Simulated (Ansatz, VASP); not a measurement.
# One calculation of Hg3Pt, two programs

```
CELL_PARAMETERS angstrom
4.34422 0.00000 0.00000
0.00000 4.34422 0.00000
0.00000 0.00000 4.34422
ATOMIC_POSITIONS crystal
Hg 0.00000 0.50000 0.50000
Hg 0.50000 0.00000 0.50000
Hg 0.50000 0.50000 0.00000
Pt 0.00000 0.00000 0.00000
```

Alike in both runs: task single point; functional BLYP; k mesh 6 × 6 × 6; occupations methfessel-paxton of order 1, width 0.15 eV; no spin polarisation.

```csv
,VASP,Ansatz
version,VASP 6.6.1,Ansatz 0.2.0
potentials or method,"VASP PAW PBE potentials, release 64 (Hg, Pt)","plane waves, PAW"
plane-wave cutoff (eV),500,420
valence electrons in the cell,46,78
```

```csv
,VASP,Ansatz,Ansatz less VASP
pressure (GPa),7.9,6.9,-0.95
```

VASP's potentials were made for PBE, not for BLYP. With one functional, cell and mesh, what is left measures potentials, basis and numerics. VASP's potentials hold 46 valence electrons a cell and Ansatz's 78, so a difference there can come from the potentials and not from the codes.

Neither program's run includes spin-orbit coupling.
